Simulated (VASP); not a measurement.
Wanted: the native input for a VASP 6.6.1 run.

| Quantity | Value |
| --- | --- |
| Task | single point |
| Functional | r2SCAN |
| Potentials or basis | VASP PAW PBE potentials, release 64 (Sn_d, Se) |
| Cutoff | 520 eV |
| k mesh | 8 × 8 × 4 |
| Occupations | gaussian, width 0.02 eV |
| Spin | no spin polarisation |
| Dipole correction | no |
| Further INCAR settings | ALGO = Normal; EDIFF = 1e-06; NBANDS = 20 |

Crystal: SnSe2.

```xyz
3
Lattice="3.8703 0.0036 -0.0023 1.9329 3.3536 0.0252 1.8708 0.6839 7.3991" Properties=species:S:1:pos:R:3 pbc="T T T"
Sn    0.0000    0.0000    0.0000
Se    5.7378    2.9338    5.8202
Se    1.9361    1.1073    1.6018
```

These files were run (other wordings do the same):

POSCAR

```
SnSe2
1.0
    3.8703039189      0.0035941564     -0.0022797348
    1.9328939159      3.3535872890      0.0251997410
    1.8707508438      0.6839121723      7.3990847698
Sn Se
1 2
Direct
    0.0000000000      0.0000000000      0.0000000000
    0.7467673591      0.7140581742      0.7844069939
    0.2532326409      0.2859418258      0.2155930061
```

INCAR.step1

```
PREC = Accurate ; ENCUT = 520
ISMEAR = 0 ; SIGMA = 0.02
LREAL = F ; LASPH = T
NELM = 60 ; NBANDS = 20
GGA = PE ; ALGO = Normal
EDIFF = 1E-4 ; LWAVE = T
LCHARG = F
```

INCAR.step2

```
PREC = Accurate ; ENCUT = 520
EDIFF = 1E-6 ; ISMEAR = 0
SIGMA = 0.02 ; LREAL = F
LASPH = T ; NELM = 60
ALGO = Normal ; ISIF = 2
LWAVE = F ; LCHARG = F
METAGGA = R2SCAN ; LMIXTAU = T
NBANDS = 20 ; ISTART = 1
```

KPOINTS

```
regular mesh
0
Gamma
  8 8 4
```

Potentials or basis: VASP PAW PBE potentials, release 64 (Sn_d, Se).

Command:

```bash
$ cat potpaw_PBE.64/Sn_d/POTCAR potpaw_PBE.64/Se/POTCAR > POTCAR
$ cp INCAR.step1 INCAR
$ mpirun -np 1 vasp_std > vasp.out
$ cp INCAR.step2 INCAR
$ mpirun -np 1 vasp_std > vasp.out
```

It gave:

| Item | Value |
| --- | --- |
| Pressure | -1.7 GPa |
| Largest force | 0.267 eV/Å |
| Band gap on the k mesh | 0.93 eV, indirect (least direct gap 1.23 eV) |

Caveat: the PAW data sets were made with another functional, which shifts forces and pressure a little; spin-orbit coupling is left out, which moves the levels of the heavy elements.

Run time: 31 min on 1 thread of Oxide Virtual Turin-like Processor, with other jobs on the host, peak memory 0.37 GiB.
